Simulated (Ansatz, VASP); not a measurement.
## Zn: VASP beside Ansatz

```xyz
1
Lattice="0.0000 1.9648 1.9648 1.9648 0.0000 1.9648 1.9648 1.9648 0.0000" Properties=species:S:1:pos:R:3 pbc="T T T"
Zn    0.0000    0.0000    0.0000
```

Alike in both runs: task relaxation of cell and atoms; functional BLYP; k mesh 12 × 12 × 12; occupations fermi-dirac, width 0.05 eV; no spin polarisation.

|  | VASP | Ansatz |
| --- | --- | --- |
| version | VASP 6.6.1 | Ansatz 0.2.0 |
| potentials or method | VASP PAW PBE potentials, release 64 (Zn) | Ansatz PAW |
| plane-wave cutoff (eV) | 600 | 420 |
| valence electrons in the cell | 12 | 12 |

```csv
,VASP,Ansatz,Ansatz less VASP
"gap on the k mesh at the Fermi level, each at its own relaxed structure (eV)",none,none,-
relaxed volume (Å³/atom),16.99,16.90,-0.092
relaxed cell length with the largest relative difference (Å),2.886,2.881,-0.0052
```

VASP's potentials were made for PBE, not for BLYP. A gap of «none» marks a metal or a gap that the smearing closes.

Noted on Ansatz's run: the plane-wave basis is chosen anew once the cell has moved, so the energies of steps on either side of that aren't comparable.
